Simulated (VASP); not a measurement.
# SiO2 (I4/mmm) in VASP: further runs, part 2 of 2

VASP 6.6.1. Earlier steps stand in the parts before.

### Step 5. Relaxation of cell and atoms, LDA

INCAR reads:

```
PREC = Accurate
ENCUT = 600
EDIFF = 1E-7
ISMEAR = -1
SIGMA = 0.05
LREAL = False
LASPH = True
NELM = 80
ALGO = Normal
ISIF = 3
LWAVE = False
LCHARG = False
GGA = CA
IBRION = 2
NSW = 80
EDIFFG = -0.01
```

KPOINTS reads:

```
regular mesh
0
Gamma
  5 5 5
```

POSCAR reads:

```
SiO2
1.0
   -4.4720405200      4.4720405200      2.6117703500
    4.4720405200     -4.4720405200      2.6117703500
    4.4720405200      4.4720405200     -2.6117703500
Si O
4 8
Direct
    0.8231114200      0.8231114200      0.6462228400
    0.1768885800      0.8231114200      0.0000000000
    0.8231114200      0.1768885800      0.0000000000
    0.1768885800      0.1768885800      0.3537771600
    0.0000000000      0.7914513400      0.7914513400
    0.2085486600      0.0000000000      0.2085486600
    0.7914513400      0.0000000000      0.7914513400
    0.0000000000      0.2085486600      0.2085486600
    0.0000000000      0.0000000000      0.5000000000
    0.5000000000      0.0000000000      0.0000000000
    0.0000000000      0.5000000000      0.0000000000
    0.5000000000      0.5000000000      0.5000000000
```

Potentials or basis: VASP PAW LDA potentials, release 64 (Si, O).

The run is started by

```bash
$ cat potpaw_LDA.64/Si/POTCAR potpaw_LDA.64/O/POTCAR > POTCAR
$ mpirun -np 1 vasp_std > vasp.out
```

OUTCAR:

```text
PREC = Accurate
   ENCUT = 600
   EDIFF = 1E-7
   ISMEAR = -1
   LREAL = False
   LASPH = True
   NELM = 80
   ISIF = 3
   GGA = CA
   IBRION = 2
   NSW = 80
   EDIFFG = -0.01

 ion  position               nearest neighbor table
   1  0.823  0.823  0.646-   9 1.60  12 1.60   5 1.61   7 1.61
   2  0.177  0.823  0.000-  10 1.60  11 1.60   5 1.61   6 1.61
   3  0.823  0.177  0.000-  11 1.60  10 1.60   7 1.61   8 1.61
   4  0.177  0.177  0.354-  12 1.60   9 1.60   6 1.61   8 1.61
   5  0.000  0.791  0.791-   1 1.61   2 1.61
   6  0.209  0.000  0.209-   2 1.61   4 1.61
   7  0.791  0.000  0.791-   1 1.61   3 1.61
   8  0.000  0.209  0.209-   3 1.61   4 1.61
   9  0.000  0.000  0.500-   1 1.60   4 1.60
  10  0.500  0.000  0.000-   2 1.60   3 1.60
  11  0.000  0.500  0.000-   3 1.60   2 1.60
  12  0.500  0.500  0.500-   4 1.60   1 1.60

[... 204 lines left out ...]
  -------------------------------------------------------------------------------------
  Total       -1.4974804     -1.4974804     -1.2192345      0.0000000      0.0000000      0.0000000
  in kB      -11.4832626    -11.4832626     -9.3495644      0.0000000      0.0000000      0.0000000
  external PRESSURE =     -10.7720299 kB  Pullay stress =       0.0000000 kB
[... 309 lines left out ...]
--------------------------------------- Ionic step        8  -------------------------------------------

 number of electron      63.9999998 magnetization

 Free energy of the ion-electron system (eV)
  ---------------------------------------------------
  ext. energy  EPLUGINS =         0.00000000
  ---------------------------------------------------
  free energy    TOTEN  =      -103.66170710 eV

  energy without entropy =     -103.66170710  energy(sigma->0) =     -103.66170710

 E-fermi :  -0.1309     XC(G=0):  -7.8298

 val. band max:       -1.2741805195   @ k =  -0.4000   0.4000   0.4000
 cond. band min:       4.0687784173   @ k =   0.0000   0.0000   0.0000
 fundamental gap:      5.3429589368
 Fermi energy:        -0.1308641393

 k-point     1 :       0.0000    0.0000    0.0000
  band No.  band energies     occupation
      1     -20.5461      2.00000
      2     -19.6455      2.00000
      3     -19.0876      2.00000
      4     -19.0876      2.00000
      5     -18.4508      2.00000
      6     -18.4171      2.00000
[... 784 lines left out ...]
  FREE ENERGIE OF THE ION-ELECTRON SYSTEM (eV)
  ---------------------------------------------------
  free  energy   TOTEN  =      -103.6617071016 eV

  energy  without entropy=     -103.6617071016  energy(sigma->0) =     -103.66170710

 reached required accuracy - stopping structural energy minimisation
```

OSZICAR:

```text
N       E                     dE             d eps       ncg     rms          rms(c)
DAV:   1     0.506106795376E+03    0.50611E+03   -0.34482E+04  1404   0.163E+03
DAV:   2    -0.687715623049E+02   -0.57488E+03   -0.55810E+03  1844   0.354E+02
[... 69 lines left out ...]
DAV:   2    -0.103661809648E+03   -0.10706E-04   -0.20872E-03  1635   0.262E-01    0.606E-02
DAV:   3    -0.103661721195E+03    0.88453E-04   -0.24750E-04  1659   0.119E-01    0.253E-02
DAV:   4    -0.103661709040E+03    0.12155E-04   -0.45342E-05  1649   0.431E-02    0.114E-02
DAV:   5    -0.103661706788E+03    0.22517E-05   -0.15372E-05  1621   0.234E-02    0.360E-03
DAV:   6    -0.103661706876E+03   -0.87910E-07   -0.11485E-06  1630   0.910E-03    0.206E-03
DAV:   7    -0.103661707080E+03   -0.20371E-06   -0.47237E-07  1344   0.420E-03    0.122E-03
DAV:   8    -0.103661707102E+03   -0.22042E-07   -0.14918E-07  1091   0.379E-03
   8 F= -.10366171E+03 E0= -.10366171E+03  d E =-.209750E-03
```

It took 29 min on 1 thread of Oxide Virtual Turin-like, shared host; peak memory 0.36 GiB.

What came out:

* Free energy: -103.6617 eV
* Relaxed volume: 17.28 Å³/atom
* Relaxed cell: a = 6.823 Å, b = 6.823 Å, c = 6.823 Å, α = 98.41°, β = 98.41°, γ = 135.03°
* Space group after relaxing (to 0.1 Å): I4/mmm (No. 139)
* Energy gained by relaxing: 0.5 meV/atom
* Ionic steps: 8
* Pressure after relaxing: 0.0 GPa
* Band gap on the k mesh: 5.34 eV

Forces in eV/Å, atoms in the order of the input:
```
Si  -0.002 -0.002  0.000
Si  -0.002  0.002  0.000
Si   0.002 -0.002  0.000
Si   0.002  0.002  0.000
O    0.001  0.000  0.000
O    0.000 -0.001  0.000
O    0.000  0.001  0.000
O   -0.001  0.000  0.000
O    0.000  0.000  0.000
O    0.000  0.000  0.000
O    0.000  0.000  0.000
O    0.000  0.000  0.000
```

The path:
```
step  energy change (eV)  largest force (eV/Å)  pressure (GPa)  volume (Å³)
   1              0.0000                0.0305           -1.08       208.93
   2              0.0045                0.0966            1.50       205.41
   3             -0.0052                0.0257           -0.01       207.44
   4             -0.0052                0.0266            0.01       207.41
   5             -0.0052                0.0333            0.03       207.35
   6             -0.0052                0.0205            0.02       207.37
   7             -0.0053                0.0147            0.01       207.37
   8             -0.0054                0.0027           -0.04       207.37
```

Final structure:
```yaml
crystal:
  lattice:
    - [-4.45762, 4.45762, 2.60904]
    - [4.45762, -4.45762, 2.60904]
    - [4.45762, 4.45762, -2.60904]
  atoms:
    - { symbol: Si, position: [0.82302, 0.82302, 0.64604] }
    - { symbol: Si, position: [0.17698, 0.82302, 0.00000] }
    - { symbol: Si, position: [0.82302, 0.17698, 0.00000] }
    - { symbol: Si, position: [0.17698, 0.17698, 0.35396] }
    - { symbol: O, position: [0.00000, 0.79113, 0.79113] }
    - { symbol: O, position: [0.20887, 0.00000, 0.20887] }
    - { symbol: O, position: [0.79113, 0.00000, 0.79113] }
    - { symbol: O, position: [0.00000, 0.20887, 0.20887] }
    - { symbol: O, position: [0.00000, 0.00000, 0.50000] }
    - { symbol: O, position: [0.50000, 0.00000, 0.00000] }
    - { symbol: O, position: [0.00000, 0.50000, 0.00000] }
    - { symbol: O, position: [0.50000, 0.50000, 0.50000] }
```

### Step 6. The runs side by side

```tsv
task	level	potentials or basis	cell	k mesh	cutoff (eV)	gap on the mesh (eV)	pressure (GPa)	relaxed volume (Å³/atom)	largest force (eV/Å)
relaxation of cell and atoms	RPBE	VASP PAW PBE potentials, release 64 (Si, O)	relaxed from a = 6.842 Å, angles 98.4, 98.4, 135.1°, 12 atoms, atomic positions A	6 × 6 × 6	600	5.34	0.0	18.04	0.01
single point	r2SCAN+rVV10	VASP PAW PBE potentials, release 64 (Si, O)	a = 6.834 Å, angles 98.4, 98.4, 135.0°, 12 atoms, atomic positions B	6 × 6 × 6	660	5.89	-0.1	-	0.03
relaxation of cell and atoms	LDA	VASP PAW LDA potentials, release 64 (Si, O)	relaxed from a = 6.842 Å, angles 98.4, 98.4, 135.1°, 12 atoms, atomic positions A	6 × 6 × 6	600	5.34	0.0	17.28	-
relaxation of cell and atoms	LDA	VASP PAW LDA potentials, release 64 (Si, O)	relaxed from a = 6.842 Å, angles 98.4, 98.4, 135.1°, 12 atoms, atomic positions A	5 × 5 × 5	600	5.34	0.0	17.28	-
```

Alike in all rows: no spin polarisation; smearing fermi-dirac 0.05 eV.

Caveats: the PAW data sets were made with another functional, which shifts forces and pressure a little (at least some runs).

Total energies depend on the potentials used, so only differences within one code and one set of settings carry meaning.
